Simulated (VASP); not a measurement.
# Hf (Fm-3m) in VASP: notebook

The runs below take Hf through single point, with PBE.

Everything below comes from runs of VASP 6.6.1. Logs are shortened: lines on timing, memory, paths and dates and some standing lists are left out, and cuts for length are marked.

## (1) The cell of the first run

The structure is cubic, space group Fm-3m (No. 225). The conventional cell has a = 4.485 Å, b = 4.485 Å, c = 4.485 Å, α = 90.00°, β = 90.00°, γ = 90.00°. Hf (site symmetry m-3m) has 12 Hf at 3.17 Å within 4.2 Å.

## (2) Single point, PBE

Input file INCAR:

```
PREC = Accurate ; ENCUT = 520
EDIFF = 1E-7 ; ISMEAR = 0
SIGMA = 0.15 ; LREAL = False
LASPH = True ; NELM = 100
ALGO = Fast ; ISIF = 2
LWAVE = False ; LCHARG = True
GGA = PE ; LELF = True
LVHAR = True ; NBANDS = 11
```

Input file KPOINTS:

```
regular mesh
0
Gamma
  14 14 14
```

Input file POSCAR:

```
Hf
1.0
    0.0000000000      2.2426082604      2.2426082604
    2.2426082604      0.0000000000      2.2426082604
    2.2426082604      2.2426082604      0.0000000000
Hf
1
Direct
    0.0000000000      0.0000000000      0.0000000000
```

Potentials or basis: VASP PAW PBE potentials, release 64 (Hf_pv).

Launch:

```bash
> cat potpaw_PBE.64/Hf_pv/POTCAR > POTCAR
> mpirun -np 1 vasp_std > vasp.out
```

OUTCAR:

```text
PREC = Accurate
   ENCUT = 520
   EDIFF = 1E-7
   ISMEAR = 0
   LREAL = False
   LASPH = True
   NELM = 100
   ISIF = 2
   GGA = PE

 ion  position               nearest neighbor table
   1  0.000  0.000  0.000-

  LATTYP: Found a face centered cubic cell.
 ALAT       =     4.4852165208

  Lattice vectors:

 A1 = (   0.0000000000,   2.2426082604,   2.2426082604)
 A2 = (   2.2426082604,   0.0000000000,   2.2426082604)
 A3 = (   2.2426082604,   2.2426082604,   0.0000000000)

Analysis of symmetry for initial positions (statically):
=====================================================================
 Subroutine PRICEL returns:
 Original cell was already a primitive cell.

 Routine SETGRP: Setting up the symmetry group for a
 face centered cubic supercell.

 Subroutine GETGRP returns: Found 48 space group operations
 (whereof 48 operations were pure point group operations)
 out of a pool of 48 trial point group operations.

The static configuration has the point symmetry O_h .

Analysis of symmetry for dynamics (positions and initial velocities):
=====================================================================
 Subroutine PRICEL returns:
 Original cell was already a primitive cell.

 Routine SETGRP: Setting up the symmetry group for a
 face centered cubic supercell.

 Subroutine GETGRP returns: Found 48 space group operations
 (whereof 48 operations were pure point group operations)
 out of a pool of 48 trial point group operations.

The dynamic configuration has the point symmetry O_h .

 Subroutine INISYM returns: Found 48 space group operations
 (whereof 48 operations are pure point group operations),
 and found     1 'primitive' translations

----------------------------------------------------------------------------------------

                                     Primitive cell

  volume of cell :      22.5575

  direct lattice vectors                    reciprocal lattice vectors
     0.000000000  2.242608260  2.242608260    -0.222954677  0.222954677  0.222954677
     2.242608260  0.000000000  2.242608260     0.222954677 -0.222954677  0.222954677
     2.242608260  2.242608260  0.000000000     0.222954677  0.222954677 -0.222954677

  length of vectors
     3.171527017  3.171527017  3.171527017     0.386168828  0.386168828  0.386168828

  position of ions in fractional coordinates (direct lattice)
     0.000000000  0.000000000  0.000000000

  ion indices of the primitive-cell ions
   primitive index   ion index
                 1           1

----------------------------------------------------------------------------------------

 KPOINTS: regular mesh

Automatic generation of k-mesh.
 Grid dimensions read from file:
 generate k-points for:   14   14   14

 Generating k-lattice:

  Cartesian coordinates                     Fractional coordinates (reciprocal lattice)
    -0.015925334  0.015925334  0.015925334     0.071428571  0.000000000  0.000000000
     0.015925334 -0.015925334  0.015925334     0.000000000  0.071428571  0.000000000
     0.015925334  0.015925334 -0.015925334     0.000000000  0.000000000  0.071428571

  Length of vectors
     0.027583488  0.027583488  0.027583488

  Shift w.r.t. Gamma in fractional coordinates (k-lattice)
     0.000000000  0.000000000  0.000000000

 Subroutine IBZKPT returns following result:
 ===========================================

 Found    104 irreducible k-points:

 Following reciprocal coordinates:
            Coordinates               Weight
  0.000000  0.000000  0.000000      1.000000
  0.071429  0.000000  0.000000      8.000000
  0.142857  0.000000  0.000000      8.000000
  0.214286  0.000000  0.000000      8.000000
  0.285714  0.000000  0.000000      8.000000
  0.357143  0.000000  0.000000      8.000000
[... 16 lines left out ...]
  0.214286  0.142857  0.000000     24.000000
  0.285714  0.142857  0.000000     24.000000
 [... further k-points ...]
   k-points           NKPTS =    104   k-points in BZ     NKDIM =    104   number of bands    NBANDS=     11
   number of dos      NEDOS =    301   number of ions     NIONS =      1
   total plane-waves  NPLWV =  13824
   dimension x,y,z NGX =    24 NGY =   24 NGZ =   24
   dimension x,y,z NGXF=    48 NGYF=   48 NGZF=   48
   ions per type =               1
   NGX,Y,Z   is equivalent  to a cutoff of  12.58, 12.58, 12.58 a.u.
   NGXF,Y,Z  is equivalent  to a cutoff of  25.16, 25.16, 25.16 a.u.
 SYSTEM =  unknown system
   PREC   = accura    normal or accurate (medium, high low for compatibility)
   ISTART =      0    job   : 0-new  1-cont  2-samecut
   ICHARG =      2    charge: 1-file 2-atom 10-const
   ISPIN  =      1    spin polarized calculation?
   LNONCOLLINEAR =      F non collinear calculations
   LSORBIT =      F    spin-orbit coupling
   LASPH  =      T    aspherical Exc in radial PAW
   ENCUT  =  520.0 eV  38.22 Ry    6.18 a.u.   5.90  5.90  5.90*2*pi/ulx,y,z
   NELM   =    100;   NELMIN=  2; NELMDL= -5     # of ELM steps
   EDIFF  = 0.1E-06   stopping-criterion for ELM
   LREAL  =      F    real-space projection
   EDIFFG = 0.1E-05   stopping-criterion for IOM
   NSW    =      0    number of steps for IOM
   IBRION =     -1    ionic relax: 0-MD 1-quasi-New 2-CG
   NFREE  =      0    steps in history (QN), initial steepest desc. (CG)
   ISIF   =      2    stress and relaxation
   ISYM   =      2    0-nonsym 1-usesym 2-fastsym
   POTIM  = 0.5000    time-step for ionic-motion
   TEBEG  =    0.0;   TEEND  =   0.0 temperature during run
   PSTRESS=    0.0 pullay stress
   NELECT =      10.0000    total number of electrons
   NUPDOWN=      -1.0000    fix difference up-down
   EMIN   =  10.00;   EMAX   =-10.00  energy-range for DOS
   EFERMI =   0.00;   METHOD = LEGACY
   ISMEAR =     0;   SIGMA  =   0.15  broadening in eV -4-tet -1-fermi 0-gaus
   EFERMI_NEDOS =   21; number of points for ismear=-14 and -15
   IALGO  =     68    algorithm
   IMIX   =      4    mixing-type and parameters
     AMIX     =   0.40;   BMIX     =  1.00
     AMIX_MAG =   1.60;   BMIX_MAG =  1.00
  volume/ion in A,a.u.               =      22.56       152.23
  Fermi-wavevector in a.u.,A,eV,Ry     =   1.248278  2.358904 21.200580  1.558199
  Thomas-Fermi vector in A             =   2.382372
   LORBIT       =      0    0 simple, 1 ext, 2 COOP (PROOUT), +10 PAW based schemes
   GGA     = PE    functional components
   LHFCALC =     F    Hartree Fock is set to
   AEXX    =    0.0000 exact exchange contribution
   IVDW    =     0    specifies the selected vdW correction
   LEPSILON=     F    determine dielectric tensor
   LRPA    =     F    only Hartree local field effects (RPA)
 non-spin polarized calculation
 RMM-DIIS sequential band-by-band and
 Gauss-broadening in eV      SIGMA  =   0.15
  energy-cutoff  :      520.00
  volume of cell :       22.56
 maximum number of plane-waves:       620
   NGX = 11   NGY = 11   NGZ = 11

 number of electron      10.0000000 magnetization

 number of electron       9.9999999 magnetization

 Free energy of the ion-electron system (eV)
  ---------------------------------------------------
  ext. energy  EPLUGINS =         0.00000000
  ---------------------------------------------------
  free energy    TOTEN  =        -9.86102290 eV

  energy without entropy =       -9.84301519  energy(sigma->0) =       -9.85201905

 E-fermi :   4.6748     XC(G=0): -11.2485

 val. band max:        4.6733274120   @ k =  -0.4286   0.2857   0.1429
 cond. band min:       4.6810580985   @ k =   0.2857   0.1429   0.0714
 fundamental gap:      0.0077306864
 Fermi energy:         4.6747939343

 k-point     1 :       0.0000    0.0000    0.0000
  band No.  band energies     occupation
      1     -25.3630      2.00000
      2     -25.3630      2.00000
      3     -25.3630      2.00000
      4      -2.4987      2.00000
      5       6.0825      0.00000
      6       6.0825      0.00000
      7       6.0825      0.00000
      8       8.8430      0.00000
      9       8.8430      0.00000
     10      15.9695      0.00000
     11      17.7193      0.00000

 k-point     2 :       0.0714    0.0000    0.0000
  band No.  band energies     occupation
      1     -25.4045      2.00000
      2     -25.3682      2.00000
      3     -25.3682      2.00000
      4      -2.3222      2.00000
      5       5.9021      0.00000
      6       6.1670      0.00000
      7       6.1670      0.00000
      8       8.7509      0.00000
      9       8.7509      0.00000
     10      16.3635      0.00000
     11      19.3666      0.00000

 k-point     3 :       0.1429    0.0000    0.0000
  band No.  band energies     occupation
      1     -25.5195      2.00000
      2     -25.3830      2.00000
      3     -25.3830      2.00000
      4      -1.8169      2.00000
      5       5.4680      0.00000
      6       6.3614      0.00000
      7       6.3614      0.00000
      8       8.5857      0.00000
      9       8.5857      0.00000
     10      17.1994      0.00000
     11      18.2390      0.00000

 k-point     4 :       0.2143    0.0000    0.0000
  band No.  band energies     occupation
      1     -25.6817      2.00000
      2     -25.4043      2.00000
      3     -25.4043      2.00000
      4      -1.0603      2.00000
      5       4.9960      0.00246
      6       6.4710      0.00000
      7       6.4710      0.00000
      8       8.6428      0.00000
      9       8.6428      0.00000
     10      16.5045      0.00000
     11      18.9946      0.00000
[... 239 lines left out ...]
 k-point    22 :       0.1429    0.1429    0.0000
  band No.  band energies     occupation
      1     -25.5154      2.00000
      2     -25.4173      2.00000
      3     -25.4173      2.00000
      4      -1.5887      2.00000
      5       5.1361      0.00001
      6       6.6321      0.00000
      7       6.6321      0.00000
      8       7.6191      0.00000
      9       9.1761      0.00000
     10      17.9216      0.00000
     11      19.1881      0.00000

 k-point    23 :       0.2143    0.1429    0.0000
  band No.  band energies     occupation
      1     -25.6207      2.00000
      2     -25.4442      2.00000
      3     -25.4379      2.00000
      4      -1.0190      2.00000
      5       4.7335      0.57990
      6       6.6527      0.00000
      7       6.8937      0.00000
      8       7.4472      0.00000
      9       9.3473      0.00000
     10      18.4065      0.00000
     11      19.0629      0.00000

 k-point    24 :       0.2857    0.1429    0.0000
  band No.  band energies     occupation
      1     -25.7641      2.00000
      2     -25.4707      2.00000
      3     -25.4628      2.00000
      4      -0.2391      2.00000
      5       4.3841      1.99387
      6       6.1310      0.00000
      7       6.9897      0.00000
      8       8.0818      0.00000
      9       9.7059      0.00000
     10      17.3066      0.00000
     11      17.7351      0.00000

 [... further k-points ...]
[... 5 lines left out ...]
  --------------------------------------------------------------------------------------
  -------------------------------------------------------------------------------------
  Total       -0.0530951     -0.0530951     -0.0530951      0.0000000      0.0000000      0.0000000
  in kB       -3.7711586     -3.7711586     -3.7711586      0.0000000      0.0000000      0.0000000
  external PRESSURE =      -3.7711586 kB  Pullay stress =       0.0000000 kB

 VOLUME and BASIS-vectors are now :
 -----------------------------------------------------------------------------
  energy-cutoff  :      520.00
  volume of cell :       22.56
      direct lattice vectors                 reciprocal lattice vectors
     0.000000000  2.242608260  2.242608260    -0.222954677  0.222954677  0.222954677
     2.242608260  0.000000000  2.242608260     0.222954677 -0.222954677  0.222954677
     2.242608260  2.242608260  0.000000000     0.222954677  0.222954677 -0.222954677

 POSITION                                       TOTAL-FORCE (eV/Angst)
 -----------------------------------------------------------------------------------
      0.00000      0.00000      0.00000         0.000000      0.000000     -0.000000
 -----------------------------------------------------------------------------------
    total drift:                               -0.000000      0.000000      0.000000

  FREE ENERGIE OF THE ION-ELECTRON SYSTEM (eV)
  ---------------------------------------------------
  free  energy   TOTEN  =        -9.8610229022 eV

  energy  without entropy=       -9.8430151896  energy(sigma->0) =       -9.85201905
```

Wall time 18 s (1 thread of Intel Xeon Platinum 8259CL at 2.50GHz (Skylake/Cascade Lake), shared host); peak memory 0.15 GiB.

Results:

- Free energy: -9.8610 eV
- Pressure: -0.4 GPa
- Band gap on the k mesh: zero (band 5 reaches 6.08 eV, above the bottom of band 6 at 4.04 eV)

Levels at points of the mesh, in eV from the Fermi level:
| k point | band 1 | band 2 | band 3 | band 4 | band 5 | band 6 | band 7 | band 8 | band 9 | band 10 |
| --- | --- | --- | --- | --- | --- | --- | --- | --- | --- | --- |
| (0.00, 0.00, 0.00) | -30.04 | -30.04 | -30.04 | -7.17 | 1.41 | 1.41 | 1.41 | 4.17 | 4.17 | 11.29 |
| (0.50, 0.00, 0.00) | -30.83 | -30.14 | -30.14 | -3.60 | 0.56 | 1.19 | 1.19 | 6.26 | 6.26 | 9.28 |
| (0.50, 0.50, 0.00) | -30.78 | -30.32 | -30.32 | -3.21 | -2.09 | 2.48 | 6.27 | 6.87 | 6.87 | 9.84 |

Caveat: spin-orbit coupling is left out, which moves the levels of the heavy elements.

## (3) Single point, PBE (strained)

Input file INCAR:

```
SYSTEM = Hf
  PREC = Accurate
  ENCUT = 520
  EDIFF = 1E-6
  ISMEAR = 0
  SIGMA = 0.1
  LREAL = .FALSE.
  LASPH = .TRUE.
  NELM = 100
  ALGO = Normal
  ISIF = 2
  LWAVE = .FALSE.
  LCHARG = .FALSE.
  GGA = PE
  NBANDS = 11
```

Input file KPOINTS:

```
Automatic mesh
0
G
  16 16 16
  0 0 0
```

Input file POSCAR:

```
Hf
1.0
    0.0000000000      2.1368388000      2.1368388000
    2.1368388000      0.0000000000      2.1368388000
    2.1368388000      2.1368388000      0.0000000000
Hf
1
Direct
    0.0000000000      0.0000000000      0.0000000000
```

Potentials or basis: VASP PAW PBE potentials, release 64 (Hf_pv).

Launch:

```bash
> cat potpaw_PBE.64/Hf_pv/POTCAR > POTCAR
> mpirun -np 1 vasp_std > vasp.out
```

It took 16 s on 1 thread of Intel Xeon Platinum 8488C (Sapphire Rapids), shared host; peak memory 0.15 GiB.

Results (log left out):

```yaml
Free_energy: -9.7045 eV
Pressure: 18.2 GPa
Band_gap_on_the_k_mesh: zero (band 5 reaches 7.18 eV, above the bottom of band 6 at 5.28 eV)
```

Levels at points of the mesh, in eV from the Fermi level:
| k point | band 1 | band 2 | band 3 | band 4 | band 5 | band 6 | band 7 | band 8 | band 9 | band 10 |
| --- | --- | --- | --- | --- | --- | --- | --- | --- | --- | --- |
| (0.00, 0.00, 0.00) | -29.53 | -29.53 | -29.53 | -7.67 | 1.43 | 1.43 | 1.43 | 4.74 | 4.74 | 11.76 |
| (0.50, 0.00, 0.00) | -30.80 | -29.69 | -29.69 | -4.07 | 1.10 | 1.14 | 1.14 | 7.29 | 7.29 | 11.22 |
| (0.50, 0.50, 0.00) | -30.72 | -29.98 | -29.98 | -3.89 | -2.69 | 3.35 | 7.31 | 8.06 | 8.06 | 11.14 |

Caveat: the cell differs from its parent crystal (strained); spin-orbit coupling is left out, which moves the levels of the heavy elements.
